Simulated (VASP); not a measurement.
Input of a VASP 6.6.1 run:

Contents of INCAR:

```
SYSTEM = Ca
ALGO     = Normal         ! electronic algorithm
EDIFF    = 1E-6           ! SCF threshold, eV
ENCUT    = 520            ! plane-wave cutoff, eV
GGA      = PE             ! functional
ISIF     = 2              ! what is computed and relaxed
ISMEAR   = -1             ! smearing method
LASPH    = .TRUE.         ! aspherical terms in the spheres
LCHARG   = .FALSE.        ! write CHGCAR
LREAL    = .FALSE.        ! projectors in reciprocal space
LWAVE    = .FALSE.        ! write WAVECAR
NBANDS   = 11             ! bands
NELM     = 100            ! most SCF steps
PREC     = Accurate       ! precision mode
SIGMA    = 0.06122561905347299 ! smearing width, eV
```

Contents of KPOINTS:

```
k-points
0
G
  35 35 35
  0 0 0
```

POSCAR

```
Ca
1.0
   -2.1777501232      2.1777501232      2.1777501232
    2.1777501232     -2.1777501232      2.1777501232
    2.1777501232      2.1777501232     -2.1777501232
Ca
1
Direct
    0.0000000000      0.0000000000      0.0000000000
```

Potentials or basis: VASP PAW PBE potentials, release 64 (Ca_sv).

Run with:

```console
$ cat potpaw_PBE.64/Ca_sv/POTCAR > POTCAR
$ mpirun -np 1 vasp_std > vasp.out
```

(1) What does it give for the pressure?

(2) Estimate the band gap on the k mesh.

Results:

(1) 0.4 GPa.

(2) zero (bands 5 and 6 overlap by 0.34 eV).
